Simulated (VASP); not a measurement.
TiTe2:

```xyz
3
Lattice="3.7770 0.0000 0.0000 -1.8885 3.2710 0.0000 0.0000 0.0000 6.4980" Properties=species:S:1:pos:R:3 pbc="T T T"
Te    0.0000    2.1807    4.7903
Te    1.8885    1.0903    1.7077
Ti    0.0000    0.0000    0.0000
```

```yaml
Program: VASP 6.6.1
Task: relaxation of cell and atoms
Functional: revPBE
Dispersion: D3(BJ)
Potentials_or_basis: VASP PAW PBE potentials, release 64 (Te, Ti_sv)
Cutoff: 600 eV
k_mesh: 8 × 8 × 4
Occupations: fermi-dirac, width 0.05 eV
Spin: no spin polarisation
```

At the start: pressure -3.2 GPa; volume 26.76 Å³/atom.

**Question.** Where does the relaxation end?

**Answer.** Over 9 steps the energy falls by 32.8 meV/atom and the volume is 24.17 Å³/atom (-9.7 %); space group P-3m1 (No. 164, to 0.1 Å) before and after.

The path:
| step | energy change (eV) | largest force (eV/Å) | pressure (GPa) | volume (Å³) |
| --- | --- | --- | --- | --- |
| 1 | 0.0000 | 0.0898 | -3.23 | 80.28 |
| 2 | -0.0381 | 0.7820 | 1.83 | 74.17 |
| 3 | -0.0467 | 0.5672 | 0.16 | 75.92 |
| 4 | -0.0721 | 0.3956 | 0.14 | 74.76 |
| 5 | -0.0889 | 0.0698 | 0.21 | 72.80 |
| 6 | -0.0956 | 0.0170 | -0.25 | 72.93 |
| 7 | -0.0972 | 0.0828 | -0.55 | 73.02 |
| 8 | -0.0959 | 0.0936 | 0.80 | 71.81 |
| 9 | -0.0985 | 0.0089 | 0.00 | 72.51 |

Final structure:
```
Te Ti
1.0
     3.66340    0.00000    0.00000
    -1.83170    3.17260    0.00000
     0.00000    0.00000    6.23869
Te Ti
2 1
Cartesian
  0.0000 2.1151 4.5052
  1.8317 1.0575 1.7335
  0.0000 0.0000 0.0000
```

Caveat: the dispersion term is far too large for a dense solid, which distorts pressure and volume; the PAW data sets were made with another functional, which shifts forces and pressure a little.
